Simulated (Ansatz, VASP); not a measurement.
**Na2SrO2: VASP beside Ansatz**

```
Na Sr O
1.0
     3.78924    0.00000    0.00000
    -1.89462    3.28157    0.00000
     0.00000    0.00000    6.27136
Na Sr O
2 1 2
Direct
  0.66667 0.33333 0.63028
  0.33333 0.66667 0.36972
  0.00000 0.00000 0.00000
  0.66667 0.33333 0.23137
  0.33333 0.66667 0.76863
```

Change from the starting cell: species swapped into the Li2MnN2 type (P-3m1, No. 164).

Alike in both runs: functional PBE; k mesh 6 × 6 × 4; occupations gaussian, width 0.02 eV; no spin polarisation.

Ansatz relaxed the structure, and its values are those at the end. VASP's run is a single point on that final structure, the one shown.

|  | VASP | Ansatz |
| --- | --- | --- |
| version | VASP 6.6.1 | Ansatz 0.2.0 |
| potentials or method | VASP PAW PBE potentials, release 64 (Na_pv, Sr_sv, O), cutoff 520 eV | scalar-relativistic, plane waves, PAW |
| valence electrons in the cell | 36 | 40 |

|  | VASP | Ansatz | Ansatz less VASP |
| --- | --- | --- | --- |
| gap on the k mesh at the Fermi level (eV) | 2.61 | 2.63 | +0.016 |
| least direct gap on the mesh (eV) | 2.61 | 2.63 | +0.016 |
| pressure (GPa) | 0.3 | 0.0 | -0.27 |
| rms of the force components (eV/Å) | 0.011 | 0.003 | -0.0088 |

VASP's potentials hold 36 valence electrons a cell and Ansatz's 40, so a difference there can come from the potentials and not from the codes.
